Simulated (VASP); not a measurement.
# Si3Pb11C2 (P1) in VASP: single point with PBE

Aim: the single point of Si3Pb11C2 with PBE.

Program: VASP 6.6.1. These are calculated values, not measurements. Logs are shortened: lines on timing, memory, paths and dates and some standing lists are left out, and cuts for length are marked.

## 1. The cell of the first run

The typed cell holds 16 atoms: a = 8.776 Å, b = 9.891 Å, c = 8.599 Å, α = 55.45°, β = 51.80°, γ = 56.88°.

## 2. Single point, PBE

Input file INCAR:

```
SYSTEM = Si3Pb11C2
PREC = Accurate
ENCUT = 520
EDIFF = 1E-6
ISMEAR = 0
SIGMA = 0.1
LREAL = Auto
LASPH = .TRUE.
NELM = 100
ALGO = Normal
ISIF = 2
LWAVE = .FALSE.
LCHARG = .FALSE.
GGA = PE
ISYM = 0
NBANDS = 101
```

Input file KPOINTS:

```
Automatic mesh
0
Gamma
  2 2 2
  0.5 0.5 0.5
```

Input file POSCAR:

```
Si3Pb11C2
1.0
   -6.1908897352      6.1817749979      0.6880241198
   -6.9611925972     -0.0822787423      7.0256164397
   -0.8567425498      6.0130565678      6.0865951476
C Si Pb
2 3 11
Direct
    0.0276584544      0.4180869225      0.8668440591
    0.4516804436      0.4695040785      0.5207930812
    0.6828647223      0.5004302321      0.4399576624
    0.8590550797      0.2900225189      1.0134932893
    0.2854851169      0.3785111445      0.7974045568
    1.0107104258      0.9276410561      0.0629422501
    0.5750647971      0.1045124245      0.9452337975
   -0.0211884021      1.2375099982      0.6025112916
    0.5254033938      0.5041554961      0.8678504201
    0.5389987706      0.8712129819      0.4166355724
   -0.0488679883      0.6163816704      0.5639843790
    0.9016163616      1.0726242418      0.4163066294
    0.3387708091      0.7625003108      0.2981265285
    0.9051566492      0.6570254067      0.9935129034
    0.4666806096      0.2957709661      0.3893141539
    0.5213056132      0.9026972948      0.7854929942
```

Potentials or basis: VASP PAW PBE potentials, release 64 (C, Si, Pb_d).

Command:

```sh
> cat potpaw_PBE.64/C/POTCAR potpaw_PBE.64/Si/POTCAR potpaw_PBE.64/Pb_d/POTCAR > POTCAR
> mpirun -np 1 vasp_std > vasp.out
```

OUTCAR:

```text
SYSTEM = Si3Pb11C2
   PREC = Accurate
   ENCUT = 520
   EDIFF = 1E-6
   ISMEAR = 0
   LREAL = Auto
   LASPH = .TRUE.
   NELM = 100
   ISIF = 2
   GGA = PE
   ISYM = 0

 ion  position               nearest neighbor table
   1  0.028  0.418  0.867-   5 1.80   4 1.82  11 2.45  14 2.57
   2  0.452  0.470  0.521-   5 1.82   3 1.84  13 2.44  15 2.45
   3  0.683  0.500  0.440-   2 1.84  14 2.87   8 2.91   9 3.04  10 3.08  13 3.12  12 3.64
   4  0.859  0.290  0.013-   1 1.82  15 2.92   6 2.93  12 3.01   9 3.06   8 3.28  11 3.29
   5  0.285  0.379  0.797-   1 1.80   2 1.82   7 2.83  14 3.14  15 3.23   9 3.41  11 3.54
   6  0.011  0.928  0.063-   4 2.93  10 3.42   8 3.44  12 3.47  16 3.47  11 3.50  13 3.66  14 3.69
                             7 3.76
   7  0.575  0.105  0.945-   5 2.83  10 3.23   8 3.28  16 3.32   9 3.43  13 3.63  12 3.68  14 3.68
                             6 3.76
   8  0.979  0.238  0.603-   3 2.91   7 3.28   4 3.28  12 3.35   6 3.44  11 3.45   9 3.48  15 3.72

   9  0.525  0.504  0.868-   3 3.04   4 3.06  11 3.34   5 3.41   7 3.43   8 3.48  10 3.49  15 3.53
                            16 3.57
  10  0.539  0.871  0.417-   3 3.08   7 3.23  16 3.26  13 3.29   6 3.42   9 3.49  11 3.62  15 3.77
                            14 3.86
  11  0.951  0.616  0.564-   1 2.45   4 3.29  13 3.30   9 3.34  16 3.38   8 3.45   6 3.50   5 3.54
                            10 3.62  14 3.69  15 3.76  12 3.77
  12  0.902  0.073  0.416-   4 3.01  15 3.29  13 3.32  16 3.32   8 3.35   6 3.47   3 3.64   7 3.68
                            11 3.77
  13  0.339  0.763  0.298-   2 2.44   3 3.12  16 3.27  10 3.29  11 3.30  12 3.32   7 3.63   6 3.66
                            14 3.74  15 3.81
  14  0.905  0.657  0.994-   1 2.57   3 2.87   5 3.14   7 3.68   6 3.69  11 3.69  13 3.74  16 3.75
                            10 3.86
  15  0.467  0.296  0.389-   2 2.45   4 2.92   5 3.23  12 3.29  16 3.45   9 3.53   8 3.72  11 3.76
                            10 3.77  13 3.81
  16  0.521  0.903  0.785-  10 3.26  13 3.27  12 3.32   7 3.32  11 3.38  15 3.45   6 3.47   9 3.57
                            14 3.75

IMPORTANT INFORMATION: All symmetrisations will be switched off!
NOSYMM: (Re-)initialisation of all symmetry stuff for point group C_1.

----------------------------------------------------------------------------------------

                                     Primitive cell

  volume of cell :     460.5019

  direct lattice vectors                    reciprocal lattice vectors
    -6.190889735  6.181774998  0.688024120    -0.092825299  0.078937387 -0.091049650
    -6.961192597 -0.082278742  7.025616440    -0.072722466 -0.080546855  0.069337348
    -0.856742550  6.013056568  6.086595148     0.094434768  0.084050355  0.094553150

  length of vectors
     8.775809651  9.890614669  8.598691620     0.152110768  0.128778961  0.157869204

  position of ions in fractional coordinates (direct lattice)
     0.027658454  0.418086923  0.866844059
     0.451680444  0.469504079  0.520793081
     0.682864722  0.500430232  0.439957662
[... 99 lines left out ...]
   EFERMI_NEDOS =   21; number of points for ismear=-14 and -15
   IALGO  =     38    algorithm
   IMIX   =      4    mixing-type and parameters
     AMIX     =   0.40;   BMIX     =  1.00
     AMIX_MAG =   1.60;   BMIX_MAG =  1.00
  volume/ion in A,a.u.               =      28.78       194.23
  Fermi-wavevector in a.u.,A,eV,Ry     =   1.183534  2.236555 19.058401  1.400753
  Thomas-Fermi vector in A             =   2.319767
   LORBIT       =      0    0 simple, 1 ext, 2 COOP (PROOUT), +10 PAW based schemes
   GGA     = PE    functional components
   LHFCALC =     F    Hartree Fock is set to
   AEXX    =    0.0000 exact exchange contribution
   IVDW    =     0    specifies the selected vdW correction
   LEPSILON=     F    determine dielectric tensor
   LRPA    =     F    only Hartree local field effects (RPA)
 non-spin polarized calculation
 Gauss-broadening in eV      SIGMA  =   0.10
  energy-cutoff  :      520.00
  volume of cell :      460.50
 maximum number of plane-waves:     12416
 NGX is ok and might be reduce to    70
   NGX = 33   NGY = 37   NGZ = 31

 number of electron     174.0000006 magnetization

 Free energy of the ion-electron system (eV)
  ---------------------------------------------------
  ext. energy  EPLUGINS =         0.00000000
  ---------------------------------------------------
  free energy    TOTEN  =       -67.81099311 eV

  energy without entropy =      -67.80279394  energy(sigma->0) =      -67.80689353

 E-fermi :   5.8338     XC(G=0):  -9.4567

 val. band max:        5.7195137336   @ k =  -0.2500  -0.2500   0.2500
 cond. band min:       5.9652005240   @ k =  -0.2500  -0.2500   0.2500
 fundamental gap:      0.2456867904
 Fermi energy:         5.8337785257

 k-point     1 :       0.2500    0.2500    0.2500
  band No.  band energies     occupation
      1     -11.3659      2.00000
      2     -11.3355      2.00000
      3     -11.3188      2.00000
      4     -11.3158      2.00000
      5     -11.3089      2.00000
      6     -11.2955      2.00000
[... 397 lines left out ...]
     98       8.0307      0.00000
     99       8.2814      0.00000
 [bands above 99 left out]

------------------------ aborting loop because EDIFF is reached ----------------------------------------

  FORCE on cell =-STRESS in cart. coord.  units (eV):
  Direction    XX          YY          ZZ          XY          YZ          ZX
  --------------------------------------------------------------------------------------
  -------------------------------------------------------------------------------------
  Total        0.1057850     -0.0830289     -0.0846063     -0.0400675     -0.0070803     -0.0961034
  in kB        0.3680469     -0.2888741     -0.2943620     -0.1394029     -0.0246338     -0.3343627
  external PRESSURE =      -0.0717297 kB  Pullay stress =       0.0000000 kB

 VOLUME and BASIS-vectors are now :
 -----------------------------------------------------------------------------
  energy-cutoff  :      520.00
  volume of cell :      460.50
      direct lattice vectors                 reciprocal lattice vectors
    -6.190889735  6.181774998  0.688024120    -0.092825299  0.078937387 -0.091049650
    -6.961192597 -0.082278742  7.025616440    -0.072722466 -0.080546855  0.069337348
    -0.856742550  6.013056568  6.086595148     0.094434768  0.084050355  0.094553150

 POSITION                                       TOTAL-FORCE (eV/Angst)
 -----------------------------------------------------------------------------------
     -3.82428      5.34896      8.23248         0.002317     -0.018444      0.024561
     -6.51080      5.88511      6.77918         0.006211      0.007979      0.003572
     -8.08806      6.82563      6.66350        -0.038920      0.013726     -0.015230
     -7.34878      5.36776      2.71077         0.028551      0.003585     -0.012390
     -5.08547      6.52850      7.70917        -0.006010      0.020740      0.012525
     -6.57772      0.36836      6.90772         0.001711      0.000691     -0.004934
[... 8 lines left out ...]
     -5.28163      5.20155      4.76866         0.005767     -0.001908     -0.008298
    -10.18416      7.87154     11.48165         0.012446     -0.003348      0.013607
 -----------------------------------------------------------------------------------
    total drift:                               -0.000235     -0.015585      0.000300

  FREE ENERGIE OF THE ION-ELECTRON SYSTEM (eV)
  ---------------------------------------------------
  free  energy   TOTEN  =       -67.8109931075 eV

  energy  without entropy=      -67.8027939444  energy(sigma->0) =      -67.80689353
```

OSZICAR:

```text
N       E                     dE             d eps       ncg     rms          rms(c)
DAV:   1     0.226301109082E+04    0.22630E+04   -0.78394E+04   808   0.194E+03
DAV:   2     0.258880278847E+03   -0.20041E+04   -0.19703E+04   808   0.553E+02
DAV:   3    -0.449907438513E+02   -0.30387E+03   -0.29100E+03   916   0.253E+02
DAV:   4    -0.741774368929E+02   -0.29187E+02   -0.28585E+02  1040   0.723E+01
DAV:   5    -0.751828710271E+02   -0.10054E+01   -0.10009E+01   960   0.127E+01    0.137E+01
DAV:   6    -0.669422548642E+02    0.82406E+01   -0.30325E+01  1360   0.210E+01    0.544E+00
DAV:   7    -0.679453199644E+02   -0.10031E+01   -0.13980E+01  1040   0.124E+01    0.432E+00
DAV:   8    -0.678096181686E+02    0.13570E+00   -0.15899E+00  1208   0.518E+00    0.203E+00
DAV:   9    -0.678116046003E+02   -0.19864E-02   -0.44880E-01  1064   0.326E+00    0.494E-01
DAV:  10    -0.678125873664E+02   -0.98277E-03   -0.44933E-02  1144   0.138E+00    0.362E-01
DAV:  11    -0.678104172523E+02    0.21701E-02   -0.13020E-02  1144   0.596E-01    0.154E-01
DAV:  12    -0.678110013146E+02   -0.58406E-03   -0.53877E-03   936   0.351E-01    0.106E-01
DAV:  13    -0.678109842869E+02    0.17028E-04   -0.40231E-04  1104   0.207E-01    0.435E-02
DAV:  14    -0.678109868381E+02   -0.25512E-05   -0.32102E-04  1056   0.558E-02    0.135E-02
DAV:  15    -0.678109929298E+02   -0.60917E-05   -0.39626E-05  1008   0.609E-02    0.688E-03
DAV:  16    -0.678109931075E+02   -0.17772E-06   -0.36077E-06   760   0.113E-02
   1 F= -.67810993E+02 E0= -.67806894E+02  d E =-.819916E-02
```

stdout:

```text
POSCAR found type information on POSCAR C SiPb
 POSCAR found :  3 types and      16 ions
 scaLAPACK will be used
 LDA part: xc-table for (Slater+PW92), standard interpolation
 POSCAR, INCAR and KPOINTS ok, starting setup
 FFT: planning ... GRIDC
 FFT: planning ... GRID_SOFT
 FFT: planning ... GRID
 WAVECAR not read
 entering main loop
```

Wall time 14 min (1 thread of Intel Xeon Platinum 8259CL at 2.50GHz (Skylake/Cascade Lake), shared host); peak memory 0.75 GiB.

Results:

```
Free energy            : -67.8110 eV
Pressure               : 0.0 GPa
Largest force          : 0.044 eV/Å
Band gap on the k mesh : 0.25 eV, direct
```

Forces in eV/Å, atoms in the order of the input:
```
C    0.002 -0.018  0.025
C    0.006  0.008  0.004
Si  -0.039  0.014 -0.015
Si   0.029  0.004 -0.012
Si  -0.006  0.021  0.013
Pb   0.002  0.001 -0.005
Pb   0.007 -0.008 -0.010
Pb  -0.003 -0.014 -0.007
Pb  -0.003  0.003  0.003
Pb   0.013 -0.005 -0.006
Pb   0.001 -0.013  0.002
Pb  -0.016  0.011  0.011
Pb  -0.012  0.004  0.001
Pb   0.000  0.000 -0.008
Pb   0.006 -0.002 -0.008
Pb   0.012 -0.003  0.014
```

Caveat: spin-orbit coupling is left out, which moves the levels of the heavy elements. A k mesh can miss the band edges.
